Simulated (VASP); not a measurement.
Input of a VASP 6.6.1 run:

Contents of POSCAR:

```
MnO2
1.0
    2.8565781800      0.0000000000      0.0000000000
   -1.4282890900      2.4738692700      0.0000000000
    0.0000000000      0.0000000000      4.6013740600
Mn O
1 2
Direct
   -0.0350069187      0.0000000000      0.5000000000
    0.6666666667      0.3333333333      0.2937074300
    0.3333333333      0.6666666667      0.7062925700
```

INCAR.step1

```
SYSTEM = MnO2
ALGO = Normal ; EDIFF = 1E-4
ENCUT = 520 ; GGA = PE
ISMEAR = 1 ; ISPIN = 2
LASPH = .True. ; LCHARG = .False.
LMAXMIX = 4 ; LREAL = .False.
LWAVE = .True. ; MAGMOM = 5.2 0 0
NBANDS = 24 ; NELM = 150
PREC = Accurate ; SIGMA = 0.05
```

The input INCAR.step2:

```
SYSTEM = MnO2
ALGO = Normal ; EDIFF = 1E-6
ENCUT = 520 ; ISIF = 2
ISMEAR = 1 ; ISPIN = 2
ISTART = 1 ; LASPH = .True.
LCHARG = .False. ; LMAXMIX = 4
LMIXTAU = .True. ; LORBIT = 11
LREAL = .False. ; LWAVE = .False.
MAGMOM = 5.2 0 0 ; METAGGA = R2SCAN
NBANDS = 24 ; NELM = 150
PREC = Accurate ; SIGMA = 0.05
```

The input KPOINTS:

```
k-points
0
Gamma
  9 9 5
  0 0 0
```

Potentials or basis: VASP PAW PBE potentials, release 64 (Mn_pv, O).

Command:

```sh
$ cat potpaw_PBE.64/Mn_pv/POTCAR potpaw_PBE.64/O/POTCAR > POTCAR
$ cp INCAR.step1 INCAR
$ mpirun -np 1 vasp_std > vasp.out
$ cp INCAR.step2 INCAR
$ mpirun -np 1 vasp_std > vasp.out
```

(1) Predict the band gap on the k mesh.

(2) Predict the net moment.

(3) What does it give for the pressure?

## Answers

(1) 1.84 eV (least direct gap 1.85 eV).

(2) 3.00 μB per cell.

(3) 1.8 GPa.

Caveat: the PAW data sets were made with another functional, which shifts forces and pressure a little; an odd mesh through Γ misses points on the zone boundary, where band edges can lie; a cell with one magnetic atom can't hold antiferromagnetic order, which such compounds often take.
